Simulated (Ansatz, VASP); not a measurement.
Two plane-wave programs on HgTe

```xyz
2
Lattice="0.0121 3.2235 3.2235 3.2235 0.0121 3.2235 3.2356 3.2356 0.0000" Properties=species:S:1:pos:R:3 pbc="T T T"
Hg    0.0000    0.0000    0.0000
Te    4.8534    4.8534    4.8353
```

Change from the starting cell: strain +0.0075 x Voigt [0, 0, 0, 0, 0, 1], atoms carried along.

Alike in both runs: task single point; functional PBE; k mesh 14 × 14 × 14; occupations gaussian, width 0.15 eV; no spin polarisation.

|  | VASP | Ansatz |
| --- | --- | --- |
| version | VASP 6.6.1 | Ansatz 0.2.0 |
| potentials or method | VASP PAW PBE potentials, release 64 (Hg, Te), cutoff 520 eV | scalar-relativistic, plane waves, PAW |
| valence electrons in the cell | 18 | 36 |

```csv
,VASP,Ansatz,Ansatz less VASP
pressure (GPa),4.1,4.1,-0.08
"traceless stress, the component that is largest in VASP (GPa)",-0.33,-0.33,+0.004
rms of the force components (eV/Å),0.029,0.029,-0.0006
```

Atom by atom the forces differ by 0.001 eV/Å (rms over components). The functional is the same, so the differences come from potentials, cutoffs and numerics. VASP's potentials hold 18 valence electrons a cell and Ansatz's 36, so a difference there can come from the potentials and not from the codes.

Neither program's run includes spin-orbit coupling.
